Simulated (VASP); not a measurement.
Here is a VASP 6.6.1 calculation.

POSCAR

```
TiRh
1.0
    2.9493966587      0.0000000000      0.0000000000
    0.0000000000      2.9493966587      0.0000000000
    0.0000000000      0.0000000000      3.3836585806
Ti Rh
1 1
Direct
    0.5000000000      0.5000000000      0.5000000000
    0.0000000000      0.0000000000      0.0000000000
```

INCAR.step1

```
SYSTEM = TiRh
PREC = Accurate ; ENCUT = 520
ISMEAR = -1 ; SIGMA = 0.05
LREAL = .FALSE. ; LASPH = .TRUE.
NELM = 100 ; NBANDS = 20
GGA = PE ; ALGO = Normal
EDIFF = 1E-4 ; LWAVE = .TRUE.
LCHARG = .FALSE.
```

The input INCAR.step2:

```
SYSTEM = TiRh
PREC = Accurate ; ENCUT = 520
EDIFF = 1E-8 ; ISMEAR = -1
SIGMA = 0.05 ; LREAL = .FALSE.
LASPH = .TRUE. ; NELM = 100
ALGO = Normal ; ISIF = 2
LWAVE = .FALSE. ; LCHARG = .FALSE.
METAGGA = R2SCAN ; LMIXTAU = .TRUE.
LEFG = .TRUE. ; NBANDS = 20
ISTART = 1
```

File KPOINTS:

```
Automatic mesh
0
G
  14 14 12
  0 0 0
```

Potentials or basis: VASP PAW PBE potentials, release 64 (Ti_sv, Rh_pv).

Command:

```console
$ cat potpaw_PBE.64/Ti_sv/POTCAR potpaw_PBE.64/Rh_pv/POTCAR > POTCAR
$ cp INCAR.step1 INCAR
$ mpirun -np 1 vasp_std > vasp.out
$ cp INCAR.step2 INCAR
$ mpirun -np 1 vasp_std > vasp.out
```

**Question.** Estimate the pressure.

**Answer.** 0.9 GPa.

Electric field gradients, principal values (V/Å²):
```
atom    least   middle  greatest (by size)
1 Ti    2.149    2.149              -4.298
2 Rh  -17.493  -17.493              34.986
```

Caveat: without QUAD_EFG the Cq values of the log hold for a quadrupole moment of 1 mb, not for the nuclei; the PAW data sets were made with another functional, which shifts forces and pressure a little.
